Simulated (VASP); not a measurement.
InSb: single point with PBE

The system is InSb.

```xyz
4
Lattice="5.9204 0.0000 0.0000 0.0000 5.9380 0.0000 0.0000 0.0000 3.2225" Properties=species:S:1:pos:R:3 pbc="T T T"
In    0.0000    0.0000    0.0284
In    2.9602    2.9690    3.1941
Sb    0.0000    2.9690    0.8926
Sb    2.9602    0.0000    2.3299
```

```json
{"Program": "VASP 6.6.1", "Task": "single point", "Functional": "PBE", "Potentials or basis": "VASP PAW PBE potentials, release 64 (In_d, Sb)", "Cutoff": "520 eV", "k mesh": "6 × 6 × 10, shifted", "Occupations": "gaussian, width 0.1 eV", "Spin": "no spin polarisation", "Dipole correction": "no", "Further INCAR settings": "ALGO = Normal; EDIFF = 1e-07; NBANDS = 26"}
```

* Pressure: -0.1 GPa
* Largest force: 0.068 eV/Å
* Band gap on the k mesh: zero (bands 18 and 19 overlap by 2.06 eV)

Forces on the atoms (eV/Å):
```
In   0.000  0.000  0.003
In   0.000  0.000 -0.003
Sb   0.000  0.000 -0.068
Sb   0.000  0.000  0.068
```

Stress tensor (GPa, compression positive):
```
-0.33  0.00  0.00
 0.00 -0.34  0.00
 0.00  0.00  0.45
```

Levels at points of the mesh, in eV from the Fermi level:
| k point | band 15 | band 16 | band 17 | band 18 | band 19 | band 20 | band 21 | band 22 |
| --- | --- | --- | --- | --- | --- | --- | --- | --- |
| (0.08, 0.08, 0.05) | -3.87 | -3.77 | -1.77 | -1.40 | 3.22 | 3.64 | 4.29 | 5.96 |

Run time: 110 s on 1 thread of Intel(R) Xeon(R) 6975P-C (Granite Rapids), on a shared host, peak memory 0.29 GiB.

Caveat: spin-orbit coupling is left out, which moves the levels of the heavy elements.
